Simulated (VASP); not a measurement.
# GaN (Pmc2_1) in VASP: a series of runs

Runs on GaN. Level: PBE. Tasks: single point.

Program: VASP 6.6.1. These are calculated values, not measurements. Logs are shortened: lines on timing, memory, paths and dates and some standing lists are left out, and cuts for length are marked.

### 1 The cell of the first run

The structure is orthorhombic, space group Pmc2_1 (No. 26). The conventional cell has a = 3.219 Å, b = 5.575 Å, c = 5.243 Å, α = 90.00°, β = 90.00°, γ = 90.00°. Within 2.6 Å of Ga (site symmetry m) lie 4 N at 1.94 to 2.02 Å. Ga (site symmetry m) has 4 N at 1.91 to 2.00 Å within 2.5 Å. Within 2.6 Å of N (site symmetry m) lie 4 Ga at 2.00 to 2.02 Å. N (site symmetry m) has 4 Ga at 1.91 to 1.94 Å within 2.5 Å.

### 2 Single point, PBE (atoms displaced along a vibrational mode)

Input file INCAR:

```
ALGO     = Normal         # electronic algorithm
EDIFF    = 1E-7           # SCF threshold, eV
ENCUT    = 520            # plane-wave cutoff, eV
GGA      = PE             # functional
ISIF     = 2              # what is computed and relaxed
ISMEAR   = 0              # smearing method
LASPH    = T              # aspherical terms in the spheres
LCHARG   = F              # write CHGCAR
LREAL    = F              # projectors in reciprocal space
LWAVE    = F              # write WAVECAR
NBANDS   = 46             # bands
NELM     = 100            # most SCF steps
PREC     = Accurate       # precision mode
SIGMA    = 0.05           # smearing width, eV
```

Input file KPOINTS:

```
k-points
0
Gamma
  8 6 6
```

Input file POSCAR:

```
GaN
1.0
   -3.2185392732      0.0000000000      0.0000000000
    0.0000000000      0.0000000000     -5.2433778863
    0.0000000001     -5.5746735474      0.0000000000
Ga N
4 4
Direct
    0.5000000000      0.0052316446      0.1773867616
    0.0000000000     -0.0035049260      0.6559465718
    0.0000000000      0.4964950740      0.3440534282
    0.5000000000      0.5052316446      0.8226132384
    0.5000000000      0.6222408575      0.1684788457
    0.0000000000      0.6260324239      0.6648544877
    0.0000000000      0.1260324239      0.3351455123
    0.5000000000      0.1222408575      0.8315211543
```

Potentials or basis: VASP PAW PBE potentials, release 64 (Ga_d, N).

On the command line:

```
cat potpaw_PBE.64/Ga_d/POTCAR potpaw_PBE.64/N/POTCAR > POTCAR
mpirun -np 1 vasp_std > vasp.out
```

OUTCAR:

```text
EDIFF = 1E-7
   ENCUT = 520
   GGA = PE
   ISIF = 2
   ISMEAR = 0
   LASPH = T
   LREAL = F
   NELM = 100
   PREC = Accurate

 ion  position               nearest neighbor table
   1  0.500  0.005  0.177-   7 1.94   7 1.94   5 2.01   8 2.02
   2  0.000  0.996  0.656-   7 1.91   6 1.94   8 2.00   8 2.00
   3  0.000  0.496  0.344-   6 1.91   7 1.94   5 2.00   5 2.00
   4  0.500  0.505  0.823-   6 1.94   6 1.94   8 2.01   5 2.02
   5  0.500  0.622  0.168-   3 2.00   3 2.00   1 2.01   4 2.02
   6  0.000  0.626  0.665-   3 1.91   4 1.94   4 1.94   2 1.94
   7  0.000  0.126  0.335-   2 1.91   1 1.94   1 1.94   3 1.94
   8  0.500  0.122  0.832-   2 2.00   2 2.00   4 2.01   1 2.02

  LATTYP: Found a simple orthorhombic cell.
 ALAT       =     3.2185392732
 B/A-ratio  =     1.6291172613
 C/A-ratio  =     1.7320508076

  Lattice vectors:

 A1 = (  -3.2185392732,   0.0000000000,   0.0000000000)
 A2 = (   0.0000000000,   0.0000000000,  -5.2433778863)
 A3 = (   0.0000000001,  -5.5746735474,   0.0000000000)

Analysis of symmetry for initial positions (statically):
=====================================================================
 Subroutine PRICEL returns:
 Original cell was already a primitive cell.

 Routine SETGRP: Setting up the symmetry group for a
 simple orthorhombic supercell.

 Subroutine GETGRP returns: Found  4 space group operations
 (whereof  2 operations were pure point group operations)
 out of a pool of  8 trial point group operations.

The static configuration has the point symmetry C_1h.
 The point group associated with its full space group is C_2v.

Analysis of symmetry for dynamics (positions and initial velocities):
=====================================================================
 Subroutine PRICEL returns:
 Original cell was already a primitive cell.

 Routine SETGRP: Setting up the symmetry group for a
 simple orthorhombic supercell.

 Subroutine GETGRP returns: Found  4 space group operations
 (whereof  2 operations were pure point group operations)
 out of a pool of  8 trial point group operations.

The dynamic configuration has the point symmetry C_1h.
 The point group associated with its full space group is C_2v.

 Subroutine INISYM returns: Found  4 space group operations
 (whereof  2 operations are pure point group operations),
 and found     1 'primitive' translations

----------------------------------------------------------------------------------------

                                     Primitive cell

  volume of cell :      94.0783

  direct lattice vectors                    reciprocal lattice vectors
    -3.218539273  0.000000000  0.000000000    -0.310699953 -0.000000000  0.000000000
     0.000000000  0.000000000 -5.243377886     0.000000000  0.000000000 -0.190716752
     0.000000000 -5.574673547  0.000000000     0.000000000 -0.179382701  0.000000000

  length of vectors
     3.218539273  5.243377886  5.574673547     0.310699953  0.190716752  0.179382701

  position of ions in fractional coordinates (direct lattice)
     0.500000000  0.005231645  0.177386762
     0.000000000  0.996495074  0.655946572
     0.000000000  0.496495074  0.344053428
     0.500000000  0.505231645  0.822613238
     0.500000000  0.622240858  0.168478846
     0.000000000  0.626032424  0.664854488
     0.000000000  0.126032424  0.335145512
     0.500000000  0.122240858  0.831521154

  ion indices of the primitive-cell ions
   primitive index   ion index
                 1           1
                 2           2
                 3           3
                 4           4
                 5           5
                 6           6
                 7           7
                 8           8

----------------------------------------------------------------------------------------

 KPOINTS: k-points

Automatic generation of k-mesh.
 Grid dimensions read from file:
 generate k-points for:    8    6    6

 Generating k-lattice:

  Cartesian coordinates                     Fractional coordinates (reciprocal lattice)
    -0.038837494 -0.000000000  0.000000000     0.125000000  0.000000000  0.000000000
     0.000000000  0.000000000 -0.031786125     0.000000000  0.166666667  0.000000000
     0.000000000 -0.029897117  0.000000000     0.000000000  0.000000000  0.166666667

  Length of vectors
     0.038837494  0.031786125  0.029897117

  Shift w.r.t. Gamma in fractional coordinates (k-lattice)
     0.000000000  0.000000000  0.000000000

 Subroutine IBZKPT returns following result:
 ===========================================

 Found     80 irreducible k-points:

 Following reciprocal coordinates:
            Coordinates               Weight
  0.000000  0.000000  0.000000      1.000000
  0.125000  0.000000  0.000000      2.000000
  0.250000  0.000000  0.000000      2.000000
  0.375000  0.000000 -0.000000      2.000000
  0.500000  0.000000  0.000000      1.000000
  0.000000  0.166667  0.000000      2.000000
[... 16 lines left out ...]
  0.250000  0.000000  0.166667      4.000000
  0.375000  0.000000  0.166667      4.000000
 [... further k-points ...]
   k-points           NKPTS =     80   k-points in BZ     NKDIM =     80   number of bands    NBANDS=     46
   number of dos      NEDOS =    301   number of ions     NIONS =      8
   total plane-waves  NPLWV =  40320
   dimension x,y,z NGX =    24 NGY =   40 NGZ =   42
   dimension x,y,z NGXF=    48 NGYF=   80 NGZF=   84
   ions per type =               4   4
   NGX,Y,Z   is equivalent  to a cutoff of  12.40, 12.68, 12.53 a.u.
   NGXF,Y,Z  is equivalent  to a cutoff of  24.79, 25.36, 25.05 a.u.
 SYSTEM =  unknown system
   PREC   = accura    normal or accurate (medium, high low for compatibility)
   ISTART =      0    job   : 0-new  1-cont  2-samecut
   ICHARG =      2    charge: 1-file 2-atom 10-const
   ISPIN  =      1    spin polarized calculation?
   LNONCOLLINEAR =      F non collinear calculations
   LSORBIT =      F    spin-orbit coupling
   LASPH  =      T    aspherical Exc in radial PAW
   ENCUT  =  520.0 eV  38.22 Ry    6.18 a.u.   5.98  9.75 10.37*2*pi/ulx,y,z
   NELM   =    100;   NELMIN=  2; NELMDL= -5     # of ELM steps
   EDIFF  = 0.1E-06   stopping-criterion for ELM
   LREAL  =      F    real-space projection
   EDIFFG = 0.1E-05   stopping-criterion for IOM
   NSW    =      0    number of steps for IOM
   IBRION =     -1    ionic relax: 0-MD 1-quasi-New 2-CG
   NFREE  =      0    steps in history (QN), initial steepest desc. (CG)
   ISIF   =      2    stress and relaxation
   ISYM   =      2    0-nonsym 1-usesym 2-fastsym
   POTIM  = 0.5000    time-step for ionic-motion
   TEBEG  =    0.0;   TEEND  =   0.0 temperature during run
   PSTRESS=    0.0 pullay stress
   NELECT =      72.0000    total number of electrons
   NUPDOWN=      -1.0000    fix difference up-down
   EMIN   =  10.00;   EMAX   =-10.00  energy-range for DOS
   EFERMI =   0.00;   METHOD = LEGACY
   ISMEAR =     0;   SIGMA  =   0.05  broadening in eV -4-tet -1-fermi 0-gaus
   EFERMI_NEDOS =   21; number of points for ismear=-14 and -15
   IALGO  =     38    algorithm
   IMIX   =      4    mixing-type and parameters
     AMIX     =   0.40;   BMIX     =  1.00
     AMIX_MAG =   1.60;   BMIX_MAG =  1.00
  volume/ion in A,a.u.               =      11.76        79.36
  Fermi-wavevector in a.u.,A,eV,Ry     =   1.497462  2.829793 30.509608  2.242393
  Thomas-Fermi vector in A             =   2.609347
   LORBIT       =      0    0 simple, 1 ext, 2 COOP (PROOUT), +10 PAW based schemes
   GGA     = PE    functional components
   LHFCALC =     F    Hartree Fock is set to
   AEXX    =    0.0000 exact exchange contribution
   IVDW    =     0    specifies the selected vdW correction
   LEPSILON=     F    determine dielectric tensor
   LRPA    =     F    only Hartree local field effects (RPA)
 non-spin polarized calculation
 Gauss-broadening in eV      SIGMA  =   0.05
  energy-cutoff  :      520.00
  volume of cell :       94.08
 maximum number of plane-waves:      2568
 NGX is ok and might be reduce to    24
   NGX = 11   NGY = 19   NGZ = 21

 number of electron      72.0000017 magnetization

 Free energy of the ion-electron system (eV)
  ---------------------------------------------------
  ext. energy  EPLUGINS =         0.00000000
  ---------------------------------------------------
  free energy    TOTEN  =       -48.46339169 eV

  energy without entropy =      -48.46339169  energy(sigma->0) =      -48.46339169

 E-fermi :   5.2803     XC(G=0): -11.5134

 val. band max:        5.0556635776   @ k =   0.0000   0.0000   0.0000
 cond. band min:       6.6954204175   @ k =   0.0000   0.0000   0.0000
 fundamental gap:      1.6397568399
 Fermi energy:         5.2802592039

 k-point     1 :       0.0000    0.0000    0.0000
  band No.  band energies     occupation
      1     -10.8918      2.00000
      2     -10.2748      2.00000
      3      -9.6509      2.00000
      4      -9.6031      2.00000
      5      -8.4415      2.00000
      6      -8.4397      2.00000
[... 38 lines left out ...]
     45      14.7273      0.00000
     46      15.0267      0.00000

 k-point     2 :       0.1250    0.0000    0.0000
  band No.  band energies     occupation
      1     -10.7977      2.00000
      2     -10.2433      2.00000
      3      -9.6395      2.00000
      4      -9.5819      2.00000
      5      -8.4299      2.00000
      6      -8.4234      2.00000
[... 38 lines left out ...]
     45      14.7297      0.00000
     46      14.9872      0.00000

 k-point     3 :       0.2500    0.0000    0.0000
  band No.  band energies     occupation
      1     -10.5740      2.00000
      2     -10.1741      2.00000
      3      -9.6098      2.00000
      4      -9.5390      2.00000
      5      -8.4283      2.00000
      6      -8.3931      2.00000
[... 1018 lines left out ...]
     45      14.4058      0.00000
     46      14.8875      0.00000

 k-point    24 :       0.3750    0.0000    0.1667
  band No.  band energies     occupation
      1     -10.3624      2.00000
      2     -10.1151      2.00000
      3      -9.5817      2.00000
      4      -9.5059      2.00000
      5      -8.4193      2.00000
      6      -8.3797      2.00000
[... 38 lines left out ...]
     45      14.4422      0.00000
     46      14.6825      0.00000

 [... further k-points ...]

------------------------ aborting loop because EDIFF is reached ----------------------------------------

  FORCE on cell =-STRESS in cart. coord.  units (eV):
  Direction    XX          YY          ZZ          XY          YZ          ZX
  --------------------------------------------------------------------------------------
  -------------------------------------------------------------------------------------
  Total        0.3872981      0.4440482      0.3355614     -0.0000000      0.0000000      0.0000000
  in kB        6.5957860      7.5622542      5.7146958     -0.0000000      0.0000000      0.0000000
  external PRESSURE =       6.6242453 kB  Pullay stress =       0.0000000 kB

 VOLUME and BASIS-vectors are now :
 -----------------------------------------------------------------------------
  energy-cutoff  :      520.00
  volume of cell :       94.08
      direct lattice vectors                 reciprocal lattice vectors
    -3.218539273  0.000000000  0.000000000    -0.310699953 -0.000000000  0.000000000
     0.000000000  0.000000000 -5.243377886     0.000000000  0.000000000 -0.190716752
     0.000000000 -5.574673547  0.000000000     0.000000000 -0.179382701  0.000000000

 POSITION                                       TOTAL-FORCE (eV/Angst)
 -----------------------------------------------------------------------------------
     -1.60927     -0.98887     -0.02743        -0.000000      1.338501      0.550385
      0.00000     -3.65669     -5.22500         0.000000     -1.442599     -0.502796
      0.00000     -1.91799     -2.60331        -0.000000      1.442599     -0.502796
     -1.60927     -4.58580     -2.64912         0.000000     -1.338501      0.550385
     -1.60927     -0.93921     -3.26264         0.000000     -0.030528     -0.066638
      0.00000     -3.70635     -3.28252         0.000000     -0.124431      0.019049
      0.00000     -1.86833     -0.66084        -0.000000      0.124431      0.019049
     -1.60927     -4.63546     -0.64096        -0.000000      0.030528     -0.066638
 -----------------------------------------------------------------------------------
    total drift:                               -0.000000      0.000010      0.001134

  FREE ENERGIE OF THE ION-ELECTRON SYSTEM (eV)
  ---------------------------------------------------
  free  energy   TOTEN  =       -48.4633916928 eV

  energy  without entropy=      -48.4633916928  energy(sigma->0) =      -48.46339169
```

Run time: 2.6 min. Hardware: 1 thread of Intel Xeon 6975P-C (Granite Rapids), shared host; peak memory 0.36 GiB.

What came out:

| Quantity | Value |
| --- | --- |
| Free energy | -48.4634 eV |
| Pressure | 0.7 GPa |
| Largest force | 1.528 eV/Å |
| Band gap on the k mesh | 1.64 eV |

Forces on the atoms (eV/Å):
```
Ga   0.000  1.339  0.550
Ga   0.000 -1.443 -0.503
Ga   0.000  1.443 -0.503
Ga   0.000 -1.339  0.550
N    0.000 -0.031 -0.067
N    0.000 -0.124  0.019
N    0.000  0.124  0.019
N    0.000  0.031 -0.067
```

Caveat: the cell differs from its parent crystal (atoms displaced along a vibrational mode); forces of over 1 eV/Å act on the atoms, so gaps and moduli don't describe the material at rest.

### 3 Single point, PBE (atoms displaced along a vibrational mode)

Input file INCAR:

```
ALGO = Normal ; EDIFF = 1E-6
ENCUT = 520 ; GGA = PE
ISIF = 2 ; ISMEAR = 0
LASPH = T ; LCHARG = T
LELF = T ; LREAL = F
LVHAR = T ; LWAVE = F
NBANDS = 46 ; NELM = 60
PREC = Accurate ; SIGMA = 0.05
```

KPOINTS is that of step 2.

Input file POSCAR:

```
GaN
1.0
   -3.2185392732      0.0000000000      0.0000000000
    0.0000000000      0.0000000000     -5.2433778863
    0.0000000001     -5.5746735474      0.0000000000
Ga N
4 4
Direct
    0.5000000000      0.0093275348      0.1800645658
    0.0000000000     -0.0015931784      0.6532643285
    0.0000000000      0.4984068216      0.3467356715
    0.5000000000      0.5093275348      0.8199354342
    0.5000000000      0.6068147258      0.1689178226
    0.0000000000      0.6115541838      0.6643873750
    0.0000000000      0.1115541838      0.3356126250
    0.5000000000      0.1068147258      0.8310821774
```

Potentials or basis: VASP PAW PBE potentials, release 64 (Ga_d, N).

On the command line:

```
cat potpaw_PBE.64/Ga_d/POTCAR potpaw_PBE.64/N/POTCAR > POTCAR
mpirun -np 1 vasp_std > vasp.out
```

It took 4.2 min on 1 thread of Intel Xeon Platinum 8488C (Sapphire Rapids), shared host; peak memory 0.36 GiB.

Results (log left out):

* Free energy: -48.1797 eV
* Pressure: 1.8 GPa
* Largest force: 2.233 eV/Å
* Band gap on the k mesh: 1.55 eV

Forces in eV/Å, atoms in the order of the input:
```
Ga   0.000  1.820  1.295
Ga   0.000 -2.055  0.347
Ga   0.000  2.055  0.347
Ga   0.000 -1.820  1.295
N    0.000 -0.007 -0.693
N    0.000 -0.286 -0.949
N    0.000  0.286 -0.949
N    0.000  0.007 -0.693
```

Stress tensor (GPa, compression positive):
```
 3.90  0.00  0.00
 0.00  4.29  0.00
 0.00  0.00 -2.90
```

Levels at points of the mesh, in eV from the valence-band top:
```csv
k point,band 32,band 33,band 34,band 35,band 36,band 37,band 38,band 39,band 40,band 41
"(0.00, 0.00, 0.00)",-1.15,-0.79,-0.24,-0.18,0.00,1.55,3.69,4.76,5.22,5.89
"(0.50, 0.00, 0.00)",-3.56,-2.47,-2.32,-2.03,-1.43,5.50,6.05,6.35,6.39,7.14
"(0.00, 0.50, 0.00)",-1.76,-0.69,-0.69,-0.58,-0.58,3.80,3.80,4.29,4.29,7.18
"(0.50, 0.50, 0.00)",-3.43,-1.87,-1.87,-1.25,-1.25,5.30,5.30,5.77,5.77,7.54
"(0.00, 0.00, 0.50)",-2.09,-0.83,-0.70,-0.53,-0.48,3.75,4.07,5.43,5.54,7.05
"(0.50, 0.00, 0.50)",-2.67,-2.16,-1.79,-1.48,-1.18,4.35,4.99,5.14,5.37,5.54
"(0.00, 0.50, 0.50)",-2.01,-1.81,-1.81,-1.03,-1.03,4.70,4.70,5.25,5.25,7.05
"(0.50, 0.50, 0.50)",-2.01,-2.00,-2.00,-1.44,-1.44,3.87,3.87,4.56,4.56,6.94
```

Caveat: the cell differs from its parent crystal (atoms displaced along a vibrational mode); forces of over 1 eV/Å act on the atoms, so gaps and moduli don't describe the material at rest.

### 4 Single point, PBE (atoms displaced along a vibrational mode)

Input file INCAR:

```
SYSTEM = GaN
ALGO = Normal ; EDIFF = 1E-7
ENCUT = 520 ; GGA = PE
ISIF = 2 ; ISMEAR = 0
LASPH = .True. ; LCHARG = .False.
LREAL = .False. ; LWAVE = .False.
NBANDS = 46 ; NELM = 80
PREC = Accurate ; SIGMA = 0.05
```

Input file KPOINTS:

```
k-points
0
Gamma
  8 6 6
  0 0 0
```

Input file POSCAR:

```
GaN
1.0
   -3.2185392732      0.0000000000      0.0000000000
    0.0000000000      0.0000000000     -5.2433778863
    0.0000000001     -5.5746735474      0.0000000000
Ga N
4 4
Direct
    0.5000000000      0.0025689422      0.1800695598
    0.0000000000     -0.0083517710      0.6532693225
    0.0000000000      0.4916482290      0.3467306775
    0.5000000000      0.5025689422      0.8199304402
    0.5000000000      0.6404571440      0.1689494754
    0.0000000000      0.6451966021      0.6644190278
    0.0000000000      0.1451966021      0.3355809722
    0.5000000000      0.1404571440      0.8310505246
```

On the command line:

```
cat potpaw_PBE.64/Ga_d/POTCAR potpaw_PBE.64/N/POTCAR > POTCAR
mpirun -np 1 vasp_std > vasp.out
```

It took 3.2 min on 1 thread of Intel Xeon 6975P-C (Granite Rapids), shared host; peak memory 0.36 GiB.

The run converged. Its results:

```yaml
Free_energy: -48.0055 eV
Pressure: 2.2 GPa
Largest_force: 3.071 eV/Å
Band_gap_on_the_k_mesh: 1.46 eV
```

Forces on the atoms (eV/Å):
```
Ga   0.000  1.437 -0.694
Ga   0.000 -1.510 -2.674
Ga   0.000  1.510 -2.674
Ga   0.000 -1.437 -0.694
N    0.000 -0.092  1.260
N    0.000 -0.111  2.108
N    0.000  0.111  2.108
N    0.000  0.092  1.260
```

Stress tensor (GPa, compression positive):
```
-2.41  0.00  0.00
 0.00 -2.46  0.00
 0.00  0.00 11.54
```

Levels at points of the mesh, in eV from the valence-band top:
```
           k point  band 34  band 35  band 36  band 37  band 38  band 39
(0.00, 0.00, 0.00)    -0.52    -0.06     0.00     1.46     4.05     4.88
(0.50, 0.00, 0.00)    -2.03    -1.89    -1.79     4.63     5.51     6.05
(0.00, 0.50, 0.00)    -0.62    -0.50    -0.50     3.71     3.71     4.11
(0.50, 0.50, 0.00)    -2.20    -1.67    -1.67     5.16     5.16     5.64
(0.00, 0.00, 0.50)    -1.06    -0.48    -0.22     3.75     4.05     5.65
(0.50, 0.00, 0.50)    -2.38    -0.95    -0.72     4.48     4.92     5.24
(0.00, 0.50, 0.50)    -1.80    -0.86    -0.86     4.54     4.54     5.06
(0.50, 0.50, 0.50)    -1.95    -1.65    -1.65     3.62     3.62     4.31
```

Caveat: the cell differs from its parent crystal (atoms displaced along a vibrational mode); forces of over 1 eV/Å act on the atoms, so gaps and moduli don't describe the material at rest.

### 5 Overview

```tsv
cell	gap on the mesh (eV)	pressure (GPa)	largest force (eV/Å)
as given, atomic positions A	1.64	0.7	1.53
as given, atomic positions B	1.55	1.8	2.23
as given, atomic positions C	1.46	2.2	3.07
```

Alike in all rows: task single point; level PBE; potentials or basis VASP PAW PBE potentials, release 64 (Ga_d, N); no spin polarisation; k mesh 8 × 6 × 6; cutoff (eV) 520; smearing gaussian 0.05 eV.

Caveats: forces of over 1 eV/Å act on the atoms, so gaps and moduli don't describe the material at rest.

Absolute energies hang on the potentials; compare differences alone.
